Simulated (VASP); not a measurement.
# ZnS (F-43m) in VASP: further runs

Runs on ZnS. Level: PBE. Tasks: electric field gradients.

All numbers are computed with VASP 6.6.1; they aren't measurements. Logs are shortened: lines on timing, memory, paths and dates and some standing lists are left out, and cuts for length are marked.

## 1. The cell of the first run

The structure is cubic, space group F-43m (No. 216). Conventional cell: a = 5.299 Å, b = 5.299 Å, c = 5.299 Å, α = 90.00°, β = 90.00°, γ = 90.00°. Within 3.0 Å of Zn (site symmetry -43m) lie 4 S at 2.29 Å. S (site symmetry -43m) has 4 Zn at 2.29 Å within 3.0 Å.

## 2. Electric field gradients, PBE (volume scaled by 0.94)

The input, INCAR:

```
PREC     = Accurate       # precision mode
ENCUT    = 520            # plane-wave cutoff, eV
EDIFF    = 1E-8           # SCF threshold, eV
ISMEAR   = -1             # smearing method
SIGMA    = 0.01           # smearing width, eV
LREAL    = False          # projectors in reciprocal space
LASPH    = True           # aspherical terms in the spheres
NELM     = 60             # most SCF steps
ALGO     = Normal         # electronic algorithm
ISIF     = 2              # what is computed and relaxed
LWAVE    = False          # write WAVECAR
LCHARG   = False          # write CHGCAR
GGA      = PE             # functional
LEFG     = True         
NBANDS   = 16             # bands
```

The input, KPOINTS:

```
regular mesh
0
Gamma
  8 8 8
```

The input, POSCAR:

```
ZnS
1.0
    0.0000000000      2.6494375689      2.6494375689
    2.6494375689      0.0000000000      2.6494375689
    2.6494375689      2.6494375689      0.0000000000
Zn S
1 1
Direct
    0.0000000000      0.0000000000      0.0000000000
    0.7500000000      0.7500000000      0.7500000000
```

Potentials or basis: VASP PAW PBE potentials, release 64 (Zn, S).

The run is started by

```bash
> cat potpaw_PBE.64/Zn/POTCAR potpaw_PBE.64/S/POTCAR > POTCAR
> mpirun -np 1 vasp_std > vasp.out
```

OUTCAR:

```text
PREC = Accurate
   ENCUT = 520
   EDIFF = 1E-8
   ISMEAR = -1
   LREAL = False
   LASPH = True
   NELM = 60
   ISIF = 2
   GGA = PE

 ion  position               nearest neighbor table
   1  0.000  0.000  0.000-   2 2.29   2 2.29   2 2.29   2 2.29
   2  0.750  0.750  0.750-   1 2.29   1 2.29   1 2.29   1 2.29

  LATTYP: Found a face centered cubic cell.
 ALAT       =     5.2988751378

  Lattice vectors:

 A1 = (   0.0000000000,   2.6494375689,   2.6494375689)
 A2 = (   2.6494375689,   0.0000000000,   2.6494375689)
 A3 = (   2.6494375689,   2.6494375689,   0.0000000000)

Analysis of symmetry for initial positions (statically):
=====================================================================
 Subroutine PRICEL returns:
 Original cell was already a primitive cell.

 Routine SETGRP: Setting up the symmetry group for a
 face centered cubic supercell.

 Subroutine GETGRP returns: Found 24 space group operations
 (whereof 24 operations were pure point group operations)
 out of a pool of 48 trial point group operations.

The static configuration has the point symmetry T_d .

Analysis of symmetry for dynamics (positions and initial velocities):
=====================================================================
 Subroutine PRICEL returns:
 Original cell was already a primitive cell.

 Routine SETGRP: Setting up the symmetry group for a
 face centered cubic supercell.

 Subroutine GETGRP returns: Found 24 space group operations
 (whereof 24 operations were pure point group operations)
 out of a pool of 48 trial point group operations.

The dynamic configuration has the point symmetry T_d .

 Subroutine INISYM returns: Found 24 space group operations
 (whereof 24 operations are pure point group operations),
 and found     1 'primitive' translations

----------------------------------------------------------------------------------------

                                     Primitive cell

  volume of cell :      37.1956

  direct lattice vectors                    reciprocal lattice vectors
     0.000000000  2.649437569  2.649437569    -0.188719299  0.188719299  0.188719299
     2.649437569  0.000000000  2.649437569     0.188719299 -0.188719299  0.188719299
     2.649437569  2.649437569  0.000000000     0.188719299  0.188719299 -0.188719299

  length of vectors
     3.746870543  3.746870543  3.746870543     0.326871414  0.326871414  0.326871414

  position of ions in fractional coordinates (direct lattice)
     0.000000000  0.000000000  0.000000000
     0.750000000  0.750000000  0.750000000

  ion indices of the primitive-cell ions
   primitive index   ion index
                 1           1
                 2           2

----------------------------------------------------------------------------------------

 KPOINTS: regular mesh

Automatic generation of k-mesh.
 Grid dimensions read from file:
 generate k-points for:    8    8    8

 Generating k-lattice:

  Cartesian coordinates                     Fractional coordinates (reciprocal lattice)
    -0.023589912  0.023589912  0.023589912     0.125000000  0.000000000  0.000000000
     0.023589912 -0.023589912  0.023589912     0.000000000  0.125000000  0.000000000
     0.023589912  0.023589912 -0.023589912     0.000000000  0.000000000  0.125000000

  Length of vectors
     0.040858927  0.040858927  0.040858927

  Shift w.r.t. Gamma in fractional coordinates (k-lattice)
     0.000000000  0.000000000  0.000000000

 Subroutine IBZKPT returns following result:
 ===========================================

 Found     29 irreducible k-points:

 Following reciprocal coordinates:
            Coordinates               Weight
  0.000000  0.000000  0.000000      1.000000
  0.125000  0.000000  0.000000      8.000000
  0.250000  0.000000  0.000000      8.000000
  0.375000  0.000000  0.000000      8.000000
  0.500000  0.000000  0.000000      4.000000
  0.125000  0.125000  0.000000      6.000000
[... 16 lines left out ...]
  0.500000  0.250000  0.125000     48.000000
 -0.375000  0.250000  0.125000     24.000000
 [... further k-points ...]
   k-points           NKPTS =     29   k-points in BZ     NKDIM =     29   number of bands    NBANDS=     16
   number of dos      NEDOS =    301   number of ions     NIONS =      2
   total plane-waves  NPLWV =  21952
   dimension x,y,z NGX =    28 NGY =   28 NGZ =   28
   dimension x,y,z NGXF=    56 NGYF=   56 NGZF=   56
   ions per type =               1   1
   NGX,Y,Z   is equivalent  to a cutoff of  12.42, 12.42, 12.42 a.u.
   NGXF,Y,Z  is equivalent  to a cutoff of  24.85, 24.85, 24.85 a.u.
 SYSTEM =  unknown system
   PREC   = accura    normal or accurate (medium, high low for compatibility)
   ISTART =      0    job   : 0-new  1-cont  2-samecut
   ICHARG =      2    charge: 1-file 2-atom 10-const
   ISPIN  =      1    spin polarized calculation?
   LNONCOLLINEAR =      F non collinear calculations
   LSORBIT =      F    spin-orbit coupling
   LASPH  =      T    aspherical Exc in radial PAW
   ENCUT  =  520.0 eV  38.22 Ry    6.18 a.u.   6.97  6.97  6.97*2*pi/ulx,y,z
   NELM   =     60;   NELMIN=  2; NELMDL= -5     # of ELM steps
   EDIFF  = 0.1E-07   stopping-criterion for ELM
   LREAL  =      F    real-space projection
   EDIFFG = 0.1E-06   stopping-criterion for IOM
   NSW    =      0    number of steps for IOM
   IBRION =     -1    ionic relax: 0-MD 1-quasi-New 2-CG
   NFREE  =      0    steps in history (QN), initial steepest desc. (CG)
   ISIF   =      2    stress and relaxation
   ISYM   =      2    0-nonsym 1-usesym 2-fastsym
   POTIM  = 0.5000    time-step for ionic-motion
   TEBEG  =    0.0;   TEEND  =   0.0 temperature during run
   PSTRESS=    0.0 pullay stress
   NELECT =      18.0000    total number of electrons
   NUPDOWN=      -1.0000    fix difference up-down
   EMIN   =  10.00;   EMAX   =-10.00  energy-range for DOS
   EFERMI =   0.00;   METHOD = LEGACY
   ISMEAR =    -1;   SIGMA  =   0.01  broadening in eV -4-tet -1-fermi 0-gaus
   EFERMI_NEDOS =   21; number of points for ismear=-14 and -15
   IALGO  =     38    algorithm
   IMIX   =      4    mixing-type and parameters
     AMIX     =   0.40;   BMIX     =  1.00
     AMIX_MAG =   1.60;   BMIX_MAG =  1.00
  volume/ion in A,a.u.               =      18.60       125.50
  Fermi-wavevector in a.u.,A,eV,Ry     =   1.285293  2.428851 22.476509  1.651977
  Thomas-Fermi vector in A             =   2.417435
   LORBIT       =      0    0 simple, 1 ext, 2 COOP (PROOUT), +10 PAW based schemes
   GGA     = PE    functional components
   LHFCALC =     F    Hartree Fock is set to
   AEXX    =    0.0000 exact exchange contribution
   IVDW    =     0    specifies the selected vdW correction
   LEPSILON=     F    determine dielectric tensor
   LRPA    =     F    only Hartree local field effects (RPA)
 non-spin polarized calculation
  energy-cutoff  :      520.00
  volume of cell :       37.20
 maximum number of plane-waves:      1018
   NGX = 13   NGY = 13   NGZ = 13

 number of electron      18.0000015 magnetization

 Free energy of the ion-electron system (eV)
  ---------------------------------------------------
  ext. energy  EPLUGINS =         0.00000000
  ---------------------------------------------------
  free energy    TOTEN  =        -6.78735479 eV

  energy without entropy =       -6.78735479  energy(sigma->0) =       -6.78735479

 E-fermi :   2.9209     XC(G=0):  -9.9103

 val. band max:        2.6768219087   @ k =   0.0000   0.0000   0.0000
 cond. band min:       5.0542854375   @ k =   0.0000   0.0000   0.0000
 fundamental gap:      2.3774635288
 Fermi energy:         2.9208678918

 k-point     1 :       0.0000    0.0000    0.0000
  band No.  band energies     occupation
      1     -10.8932      2.00000
      2      -3.9169      2.00000
      3      -3.9169      2.00000
      4      -3.9169      2.00000
      5      -3.3461      2.00000
      6      -3.3461      2.00000
[... 8 lines left out ...]
     15      14.5041      0.00000
     16      14.8805      0.00000

 k-point     2 :       0.1250    0.0000    0.0000
  band No.  band energies     occupation
      1     -10.7640      2.00000
      2      -3.9211      2.00000
      3      -3.8932      2.00000
      4      -3.8932      2.00000
      5      -3.3481      2.00000
      6      -3.3481      2.00000
[... 8 lines left out ...]
     15      13.8864      0.00000
     16      15.6441      0.00000
[... 387 lines left out ...]
      5      -3.3283      2.00000
      6      -3.2704      2.00000
[... 8 lines left out ...]
     15      16.7425      0.00000
     16      17.2392      0.00000

 k-point    24 :      -0.3750    0.2500    0.1250
  band No.  band energies     occupation
      1      -9.6821      2.00000
      2      -3.7821      2.00000
      3      -3.7113      2.00000
      4      -3.4230      2.00000
      5      -3.3333      2.00000
      6      -3.0474      2.00000
[... 8 lines left out ...]
     15      16.3594      0.00000
     16      17.2176      0.00000

 [... further k-points ...]
[... 5 lines left out ...]
  --------------------------------------------------------------------------------------
  -------------------------------------------------------------------------------------
  Total        1.6078440      1.6078440      1.6078440      0.0000000     -0.0000000     -0.0000000
  in kB       69.2569622     69.2569622     69.2569622      0.0000000     -0.0000000     -0.0000000
  external PRESSURE =      69.2569622 kB  Pullay stress =       0.0000000 kB

 VOLUME and BASIS-vectors are now :
 -----------------------------------------------------------------------------
  energy-cutoff  :      520.00
  volume of cell :       37.20
      direct lattice vectors                 reciprocal lattice vectors
     0.000000000  2.649437569  2.649437569    -0.188719299  0.188719299  0.188719299
     2.649437569  0.000000000  2.649437569     0.188719299 -0.188719299  0.188719299
     2.649437569  2.649437569  0.000000000     0.188719299  0.188719299 -0.188719299

 POSITION                                       TOTAL-FORCE (eV/Angst)
 -----------------------------------------------------------------------------------
      0.00000      0.00000      0.00000         0.000000      0.000000      0.000000
      3.97416      3.97416      3.97416        -0.000000     -0.000000     -0.000000
 -----------------------------------------------------------------------------------
    total drift:                               -0.000002     -0.000002     -0.000002

  FREE ENERGIE OF THE ION-ELECTRON SYSTEM (eV)
  ---------------------------------------------------
  free  energy   TOTEN  =        -6.7873547893 eV

  energy  without entropy=       -6.7873547893  energy(sigma->0) =       -6.78735479

 Electric field gradients (V/A^2)
---------------------------------------------------------------------
 ion       V_xx      V_yy      V_zz      V_xy      V_xz      V_yz
---------------------------------------------------------------------
   1      -0.000    -0.000    -0.000     0.001     0.001     0.001
   2       0.000    -0.000    -0.000    -0.000    -0.000    -0.000
---------------------------------------------------------------------

 Electric field gradients after diagonalization (V/A^2)
 (convention: |V_zz| > |V_xx| > |V_yy|)
----------------------------------------------------------------------
 ion       V_xx      V_yy      V_zz     asymmetry (V_yy - V_xx)/ V_zz
----------------------------------------------------------------------
   1      -0.001    -0.001     0.002       0.000
   2       0.000     0.000    -0.001       0.000
----------------------------------------------------------------------

           NMR quadrupolar parameters

 Cq : quadrupolar parameter    Cq=e*Q*V_zz/h
 eta: asymmetry parameters     (V_yy - V_xx)/ V_zz
 Q  : nuclear electric quadrupole moment in mb (millibarn)
----------------------------------------------------------------------
 ion       Cq(MHz)       eta       Q (mb)
----------------------------------------------------------------------
   1       0.000       0.000       1.000
   2      -0.000       0.000       1.000
----------------------------------------------------------------------
```

Run time: 11 s. Hardware: 1 thread of AMD EPYC 9R45 (Zen 5), shared host; peak memory 0.13 GiB.

Results:

- Free energy: -6.7874 eV
- Pressure: 6.9 GPa
- Band gap on the k mesh: 2.38 eV, direct

Caveat: without QUAD_EFG the Cq values of the log hold for a quadrupole moment of 1 mb, not for the nuclei.

## 3. Electric field gradients, PBE (volume scaled by 0.98)

The input, INCAR:

```
SYSTEM = ZnS
  PREC = Accurate
  ENCUT = 520
  EDIFF = 1E-8
  ISMEAR = -1
  SIGMA = 0.01
  LREAL = .False.
  LASPH = .True.
  NELM = 80
  ALGO = Normal
  ISIF = 2
  LWAVE = .False.
  LCHARG = .False.
  GGA = PE
  LEFG = .True.
  NBANDS = 16
```

The input, KPOINTS:

```
regular mesh
0
Gamma
  8 8 8
  0 0 0
```

The input, POSCAR:

```
ZnS
1.0
    0.0000000000      2.6864974396      2.6864974396
    2.6864974396      0.0000000000      2.6864974396
    2.6864974396      2.6864974396      0.0000000000
Zn S
1 1
Direct
    0.0000000000      0.0000000000      0.0000000000
    0.7500000000      0.7500000000      0.7500000000
```

Potentials or basis: VASP PAW PBE potentials, release 64 (Zn, S).

The run is started by

```bash
> cat potpaw_PBE.64/Zn/POTCAR potpaw_PBE.64/S/POTCAR > POTCAR
> mpirun -np 1 vasp_std > vasp.out
```

OUTCAR:

```text
SYSTEM = ZnS
   PREC = Accurate
   ENCUT = 520
   EDIFF = 1E-8
   ISMEAR = -1
   LREAL = .False.
   LASPH = .True.
   NELM = 80
   ISIF = 2
   GGA = PE

 ion  position               nearest neighbor table
   1  0.000  0.000  0.000-   2 2.33   2 2.33   2 2.33   2 2.33
   2  0.750  0.750  0.750-   1 2.33   1 2.33   1 2.33   1 2.33

  LATTYP: Found a face centered cubic cell.
 ALAT       =     5.3729948792

  Lattice vectors:

 A1 = (   0.0000000000,   2.6864974396,   2.6864974396)
 A2 = (   2.6864974396,   0.0000000000,   2.6864974396)
 A3 = (   2.6864974396,   2.6864974396,   0.0000000000)

Analysis of symmetry for initial positions (statically):
=====================================================================
 Subroutine PRICEL returns:
 Original cell was already a primitive cell.

 Routine SETGRP: Setting up the symmetry group for a
 face centered cubic supercell.

 Subroutine GETGRP returns: Found 24 space group operations
[... 642 lines left out ...]
  volume of cell :       38.78
      direct lattice vectors                 reciprocal lattice vectors
     0.000000000  2.686497440  2.686497440    -0.186115941  0.186115941  0.186115941
     2.686497440  0.000000000  2.686497440     0.186115941 -0.186115941  0.186115941
     2.686497440  2.686497440  0.000000000     0.186115941  0.186115941 -0.186115941

 POSITION                                       TOTAL-FORCE (eV/Angst)
 -----------------------------------------------------------------------------------
      0.00000      0.00000      0.00000        -0.000000      0.000000     -0.000000
      4.02975      4.02975      4.02975         0.000000     -0.000000      0.000000
 -----------------------------------------------------------------------------------
    total drift:                               -0.000001     -0.000001     -0.000001

  FREE ENERGIE OF THE ION-ELECTRON SYSTEM (eV)
  ---------------------------------------------------
  free  energy   TOTEN  =        -6.8366827614 eV

  energy  without entropy=       -6.8366827614  energy(sigma->0) =       -6.83668276

 Electric field gradients (V/A^2)
---------------------------------------------------------------------
 ion       V_xx      V_yy      V_zz      V_xy      V_xz      V_yz
---------------------------------------------------------------------
   1       0.000    -0.000     0.000    -0.002    -0.002    -0.002
   2       0.000     0.000     0.000    -0.000    -0.000    -0.000
---------------------------------------------------------------------

 Electric field gradients after diagonalization (V/A^2)
 (convention: |V_zz| > |V_xx| > |V_yy|)
----------------------------------------------------------------------
 ion       V_xx      V_yy      V_zz     asymmetry (V_yy - V_xx)/ V_zz
----------------------------------------------------------------------
   1       0.002     0.002    -0.004       0.000
   2       0.000     0.000    -0.001       0.000
----------------------------------------------------------------------

           NMR quadrupolar parameters

 Cq : quadrupolar parameter    Cq=e*Q*V_zz/h
 eta: asymmetry parameters     (V_yy - V_xx)/ V_zz
 Q  : nuclear electric quadrupole moment in mb (millibarn)
----------------------------------------------------------------------
 ion       Cq(MHz)       eta       Q (mb)
----------------------------------------------------------------------
   1      -0.000       0.000       1.000
   2      -0.000       0.000       1.000
----------------------------------------------------------------------
```

OSZICAR:

```text
N       E                     dE             d eps       ncg     rms          rms(c)
DAV:   1     0.883335575187E+02    0.88334E+02   -0.89930E+03   936   0.135E+03
DAV:   2    -0.168651465200E+01   -0.90020E+02   -0.84491E+02  1064   0.256E+02
DAV:   3    -0.720518260796E+01   -0.55187E+01   -0.54952E+01  1152   0.626E+01
DAV:   4    -0.726418329918E+01   -0.59001E-01   -0.58984E-01  1120   0.676E+00
DAV:   5    -0.726486131706E+01   -0.67802E-03   -0.67800E-03  1168   0.697E-01    0.710E+00
DAV:   6    -0.685795040994E+01    0.40691E+00   -0.73591E-01  1352   0.303E+01    0.553E+00
DAV:   7    -0.683704597022E+01    0.20904E-01   -0.25714E-01  1144   0.461E+00    0.279E+00
DAV:   8    -0.683630272579E+01    0.74324E-03   -0.52351E-03  1160   0.934E-01    0.735E-01
DAV:   9    -0.683652254758E+01   -0.21982E-03   -0.13078E-03  1112   0.286E-01    0.964E-02
DAV:  10    -0.683668974335E+01   -0.16720E-03   -0.22695E-04  1080   0.116E-01    0.385E-02
DAV:  11    -0.683668210888E+01    0.76345E-05   -0.28829E-05  1160   0.497E-02    0.780E-03
DAV:  12    -0.683668248195E+01   -0.37307E-06   -0.29886E-06  1160   0.157E-02    0.398E-03
DAV:  13    -0.683668282025E+01   -0.33830E-06   -0.67807E-07  1128   0.521E-03    0.258E-03
DAV:  14    -0.683668277286E+01    0.47391E-07   -0.24795E-08  1232   0.260E-03    0.173E-03
DAV:  15    -0.683668276184E+01    0.11023E-07   -0.23475E-08  1176   0.202E-03    0.254E-04
DAV:  16    -0.683668276142E+01    0.41291E-09   -0.32085E-09   536   0.445E-04
   1 F= -.68366828E+01 E0= -.68366828E+01  d E =-.126313E-10
```

stdout:

```text
POSCAR found type information on POSCAR ZnS
 POSCAR found :  2 types and       2 ions
 scaLAPACK will be used
 LDA part: xc-table for (Slater+PW92), standard interpolation
 POSCAR, INCAR and KPOINTS ok, starting setup
 FFT: planning ... GRIDC
 FFT: planning ... GRID_SOFT
 FFT: planning ... GRID
 WAVECAR not read
 entering main loop
ion   1

ion   2
```

Run time: 11 s. Hardware: 1 thread of AMD EPYC 9R45 (Zen 5), shared host; peak memory 0.13 GiB.

What came out:

```
Free energy            : -6.8367 eV
Pressure               : 3.1 GPa
Band gap on the k mesh : 2.19 eV, direct
```

Caveat: without QUAD_EFG the Cq values of the log hold for a quadrupole moment of 1 mb, not for the nuclei.
